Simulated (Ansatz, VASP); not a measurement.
# One calculation of F, two programs

File INCAR:

```
SYSTEM = F
  PREC = Accurate
  ENCUT = 520
  EDIFF = 1E-7
  ISMEAR = -1
  SIGMA = 0.08
  LREAL = .FALSE.
  LASPH = .TRUE.
  NELM = 80
  ALGO = Normal
  ISIF = 2
  LWAVE = .FALSE.
  LCHARG = .FALSE.
  NBANDS = 10
```

The input KPOINTS:

```
Automatic mesh
0
G
  17 17 17
  0 0 0
```

Contents of POSCAR:

```
F
1.0
    1.7579283095      0.0000000000      0.0000000000
    0.0000000000      1.7579283095      0.0000000000
    0.0000000000      0.0000000000      1.7579283095
F
1
Direct
    0.0000000000      0.0000000000      0.0000000000
```

Input for Ansatz:

```yaml
crystal:
  lattice:
    - [1.7579283095, 0.0, 0.0]
    - [0.0, 1.7579283095, 0.0]
    - [0.0, 0.0, 1.7579283095]
  atoms:
    - { symbol: F, position: [0.0, 0.0, 0.0] }
kpoints:
  mp_grid: { grid: [17, 17, 17] }
scf:
  occupations: { method: fermi_dirac, width: 0.08 }
hamiltonian:
  xc: lda
  pseudopotentials: { kind: all_electron, lapw: { basis_error: 0.001 } }
output:
  forces: true
  stress: true
  eigenvalues: true
  populations: true
```

Change from the starting cell: volume scaled by 0.6, LAPW.

Alike in both runs: task single point; functional LDA; k mesh 17 × 17 × 17; occupations fermi-dirac, width 0.08 eV; no spin polarisation.

|  | VASP | Ansatz |
| --- | --- | --- |
| version | VASP 6.6.1 | Ansatz 0.2.0 |
| potentials or method | VASP PAW LDA potentials, release 64 (F), cutoff 520 eV | all-electron LAPW, scalar-relativistic |

Ansatz gave:

```
pressure (GPa) : 191.8
```

Which values does VASP return?

Pressure (GPa): 191.9.

LDA's correlation is that of Perdew and Zunger in VASP and of Perdew and Wang (1992) in Ansatz. Both programs put the cell under a high pressure, so it lies far from rest at this level. Ansatz ran all-electron here, and VASP with PAW potentials.

Noted on VASP's run: the cell as given lies far from equilibrium.
